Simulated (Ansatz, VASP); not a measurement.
**One calculation of Ir, two programs**

File INCAR:

```
PREC = Accurate
ENCUT = 500
EDIFF = 1E-6
ISMEAR = -5
SIGMA = 0.1
LREAL = F
LASPH = T
NELM = 120
ALGO = Normal
ISIF = 2
LWAVE = F
LCHARG = F
GGA = PE
NBANDS = 10
GGA_COMPAT = F
```

File KPOINTS:

```
regular mesh
0
Gamma
  18 18 18
```

Contents of POSCAR:

```
Ir
1.0
    0.0000000000      1.9197000000      1.9197000000
    1.9197000000      0.0000000000      1.9197000000
    1.9197000000      1.9197000000      0.0000000000
Ir
1
Direct
    0.0000000000      0.0000000000      0.0000000000
```

Input for Ansatz:

```yaml
crystal:
  lattice:
    - [0.0, 1.9197, 1.9197]
    - [1.9197, 0.0, 1.9197]
    - [1.9197, 1.9197, 0.0]
  atoms:
    - { symbol: Ir, position: [0.0, 0.0, 0.0] }
kpoints:
  mp_grid: { grid: [18, 18, 18] }
scf:
  occupations: { method: tetrahedron }
hamiltonian:
  xc: pbe
  pseudopotentials: { kind: all_electron, lapw: { basis_error: 0.0005 } }
output:
  forces: true
  stress: true
  eigenvalues: true
```

Alike in both runs: task single point; functional PBE; k mesh 18 × 18 × 18; occupations tetrahedron; no spin polarisation.

```csv
,VASP,Ansatz
version,VASP 6.6.1,Ansatz 0.2.0
potentials or method,"VASP PAW PBE potentials, release 64 (Ir), cutoff 500 eV","all-electron LAPW, scalar-relativistic"
```

|  | VASP | Ansatz | Ansatz less VASP |
| --- | --- | --- | --- |
| pressure (GPa) | 9.5 | 8.9 | -0.64 |

Ansatz ran all-electron here, and VASP with PAW potentials. Ansatz's warnings: band table not solved further, tetrahedron derivatives may miss energy slope.

Spin-orbit coupling is off throughout.
